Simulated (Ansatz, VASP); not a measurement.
# Two plane-wave programs on BiW3

File INCAR:

```
SYSTEM = BiW3
PREC     = Accurate       ! precision mode
ENCUT    = 600            ! plane-wave cutoff, eV
EDIFF    = 1E-7           ! SCF threshold, eV
ISMEAR   = 0              ! smearing method
SIGMA    = 0.1            ! smearing width, eV
LREAL    = .False.        ! projectors in reciprocal space
LASPH    = .True.         ! aspherical terms in the spheres
NELM     = 80             ! most SCF steps
ALGO     = Normal         ! electronic algorithm
ISIF     = 3              ! what is computed and relaxed
LWAVE    = .False.        ! write WAVECAR
LCHARG   = .False.        ! write CHGCAR
GGA      = PE             ! functional
IBRION   = 2              ! ionic algorithm
NSW      = 90             ! ionic steps
EDIFFG   = -0.04          ! ionic threshold
```

The input KPOINTS:

```
regular mesh
0
Gamma
  6 6 6
  0 0 0
```

The input POSCAR:

```
BiW3
1.0
   -2.0690153864      2.0690153864      4.6216967072
    2.0690153864     -2.0690153864      4.6216967072
    2.0690153864      2.0690153864     -4.6216967072
Bi W
1 3
Direct
    0.0000000000      0.0000000000      0.0000000000
    0.5000000000      0.5000000000      0.0000000000
    0.2500000000      0.7500000000      0.5000000000
    0.7500000000      0.2500000000      0.5000000000
```

Input for Ansatz:

```yaml
crystal:
  lattice:
    - [-2.0690153864, 2.0690153864, 4.6216967072]
    - [2.0690153864, -2.0690153864, 4.6216967072]
    - [2.0690153864, 2.0690153864, -4.6216967072]
  atoms:
    - { symbol: Bi, position: [0.0, 0.0, 0.0] }
    - { symbol: W, position: [0.5, 0.5, 0.0] }
    - { symbol: W, position: [0.25, 0.75, 0.5] }
    - { symbol: W, position: [0.75, 0.25, 0.5] }
basis:
  ecutwfc: 420
kpoints:
  mp_grid: { grid: [6, 6, 6] }
hamiltonian:
  xc: pbe
scf:
  occupations: { method: gaussian, width: 0.1 }
  lower_state_search: "off"
output:
  forces: true
  stress: true
  eigenvalues: true
relax:
  adjacent_minimum: "off"
  f_tol: 0.04
  max_steps: 70
  cell: { stress_tol: 0.4 }
```

Alike in both runs: task relaxation of cell and atoms; functional PBE; k mesh 6 × 6 × 6; occupations gaussian, width 0.1 eV; no spin polarisation.

|  | VASP | Ansatz |
| --- | --- | --- |
| version | VASP 6.6.1 | Ansatz 0.2.0 |
| potentials or method | VASP PAW PBE potentials, release 64 (Bi_d, W_sv), cutoff 600 eV | scalar-relativistic, plane waves, PAW |
| valence electrons in the cell | 57 | 57 |

VASP gave:

| Item | Value |
| --- | --- |
| gap on the k mesh at the Fermi level, each at its own relaxed structure (eV) | none |
| relaxed volume (Å³/atom) | 17.97 |
| relaxed length of the cell vector where the two differ most in proportion (Å) | 5.298 |

**Question.** Estimate Ansatz's values.

**Answer.** gap on the k mesh at the Fermi level, each at its own relaxed structure (eV): none; relaxed volume (Å³/atom): 17.95; relaxed length of the cell vector where the two differ most in proportion (Å): 5.291.

A gap of «none» marks a metal or a gap that the smearing closes.

Neither program's run includes spin-orbit coupling.
